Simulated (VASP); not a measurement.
**SiNi: single point with PBE**

SiNi:

```
Ni Si
1.0
     2.94277    0.00000    0.00000
     0.00000    3.28033    0.00000
     0.00000    0.00000    4.67745
Ni Si
2 2
Direct
  0.50000 0.50000 0.34250
  0.00000 0.00000 0.65750
  0.50000 0.50000 0.84314
  0.00000 0.00000 0.15686
```

```json
{
  "Program": "VASP 6.6.1",
  "Task": "single point",
  "Functional": "PBE",
  "Potentials or basis": "VASP PAW PBE potentials, release 64 (Ni, Si)",
  "Cutoff": "520 eV",
  "k mesh": "5 × 5 × 3",
  "Occupations": "fermi-dirac, width 0.05 eV",
  "Spin": "collinear spin, ferromagnetic start",
  "Starting moments": "[1.0, 1.0, 0.0, 0.0] μB",
  "Dipole correction": "no",
  "Further INCAR settings": "ALGO = Normal; EDIFF = 1e-06; NBANDS = 26"
}
```

- Pressure: 6.9 GPa
- Largest force: 0.085 eV/Å
- Band gap on the k mesh: zero (filled and empty bands overlap)
- Net moment: 0.00 μB per cell
- Valence electrons inside the program's atomic spheres: Ni 9.59; Si 1.62

Forces in eV/Å, atoms in the order of the input:
```
Ni   0.000  0.000  0.085
Ni   0.000  0.000 -0.085
Si   0.000  0.000  0.076
Si   0.000  0.000 -0.076
```

Stress tensor (GPa, compression positive):
```
10.02  0.00  0.00
 0.00  5.87  0.00
 0.00  0.00  4.94
```

Levels at points of the mesh, in eV from the Fermi level:
Spin up:
```tsv
k point	band 12	band 13	band 14	band 15	band 16	band 17
(0.00, 0.00, 0.00)	-2.10	-2.10	-1.41	1.22	2.71	5.14
```
Spin down:
| k point | band 12 | band 13 | band 14 | band 15 | band 16 | band 17 |
| --- | --- | --- | --- | --- | --- | --- |
| (0.00, 0.00, 0.00) | -2.10 | -2.10 | -1.41 | 1.22 | 2.71 | 5.14 |

Run time: 58 s on 1 thread of Intel Xeon 8259CL, on a shared host, peak memory 0.18 GiB.

Caveat: the k points lie up to 0.45 Å⁻¹ apart.
